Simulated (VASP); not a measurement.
Wanted: the native input for a VASP 6.6.1 run.

```
Task                   : single point
Functional             : PBE
Potentials or basis    : VASP PAW PBE potentials, release 64 (Ti_sv, Al)
Cutoff                 : 520 eV
k mesh                 : 12 × 12 × 14
Occupations            : gaussian, width 0.1 eV
Spin                   : no spin polarisation
Dipole correction      : no
Further INCAR settings : ALGO = Fast; EDIFF = 1e-07; NBANDS = 18
```

The structure of TiAl3 lies in POSCAR:

```
TiAl3
1.0
   -1.8837535651      1.8615990953      4.2156598731
    1.8560148313     -1.8275249717      4.1880634913
    1.8824157904      1.8261871970     -4.2004474632
Ti Al
1 3
Direct
    0.0020902513     -0.0006856271      0.0136386938
    0.4989759144      0.4941436360     -0.0184160302
    0.7473837798      0.2412407426      0.4973941801
    0.2515500545      0.7653012485      0.5073831563
```

This cell differs from its parent crystal: atoms moved at random and the cell strained at random.

These files were run (other wordings do the same):

INCAR

```
PREC = Accurate ; ENCUT = 520
EDIFF = 1E-7 ; ISMEAR = 0
SIGMA = 0.1 ; LREAL = False
LASPH = True ; NELM = 80
ALGO = Fast ; ISIF = 2
LWAVE = False ; LCHARG = False
GGA = PE ; NBANDS = 18
```

KPOINTS

```
Automatic mesh
0
Gamma
  12 12 14
```

Potentials or basis: VASP PAW PBE potentials, release 64 (Ti_sv, Al).

The run is started by

```console
$ cat potpaw_PBE.64/Ti_sv/POTCAR potpaw_PBE.64/Al/POTCAR > POTCAR
$ mpirun -np 1 vasp_std > vasp.out
```

Results of the run:

| Item | Value |
| --- | --- |
| Pressure | 12.8 GPa |
| Largest force | 1.016 eV/Å |
| Band gap on the k mesh | zero (an odd number of electrons rules out a gap without spin polarisation) |

Caveat: the cell differs from its parent crystal (atoms moved at random and the cell strained at random); the cell stands under pressure; forces of over 1 eV/Å act on the atoms, so gaps and moduli don't describe the material at rest.

It took 62 min on 1 thread of AMD EPYC 9R14 (Zen 4), on a shared host, peak memory 1 GiB.
